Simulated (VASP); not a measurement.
Crystal: WC (rocksalt type).

```
W C
1.0
     0.00000    2.15443    2.15443
     2.15443    0.00000    2.15443
     2.15443    2.15443    0.00000
W C
1 1
Cartesian
  0.0000 0.0000 0.0000
  2.1544 2.1544 2.1544
```

- Program: VASP 6.6.1
- Task: relaxation of cell and atoms
- Functional: PBE
- Potentials or basis: VASP PAW PBE potentials, release 64 (W_sv, C)
- Cutoff: 600 eV
- k mesh: 15 × 15 × 15
- Occupations: fermi-dirac, width 0.08 eV
- Spin: no spin polarisation

At the start: pressure 21.0 GPa; volume 10.00 Å³/atom.

Q: How do energy, volume and symmetry change on relaxing?

A: Over 16 steps the energy falls by 33.2 meV/atom and the volume is 10.53 Å³/atom (+5.3 %); space group Fm-3m (No. 225, to 0.1 Å) before and after.

The path:
```csv
step,energy change (eV),largest force (eV/Å),pressure (GPa),volume (Å³)
1,0.0000,0.0000,21.05,20.00
2,0.3148,0.0000,-36.33,24.05
3,-0.0661,0.0000,-0.99,21.12
4,-0.0663,0.0000,-0.08,21.06
5,-0.0663,0.0000,0.29,21.04
6,-0.0663,0.0000,0.31,21.04
7,-0.0663,0.0000,0.29,21.04
8,-0.0663,0.0000,0.25,21.04
9,-0.0663,0.0000,0.25,21.04
10,-0.0663,0.0000,0.25,21.04
11,-0.0663,0.0000,0.25,21.04
12,-0.0663,0.0000,0.25,21.04
13,-0.0663,0.0000,0.25,21.05
14,-0.0663,0.0000,0.25,21.05
15,-0.0663,0.0000,0.20,21.05
16,-0.0663,0.0000,0.04,21.06
```

Final structure:
```
W C
1.0
     0.00000    2.19173    2.19173
     2.19173    0.00000    2.19173
     2.19173    2.19173    0.00000
W C
1 1
Direct
  0.00000 0.00000 0.00000
  0.50000 0.50000 0.50000
```

Caveat: the highest band is partly filled, so the run has too few bands.
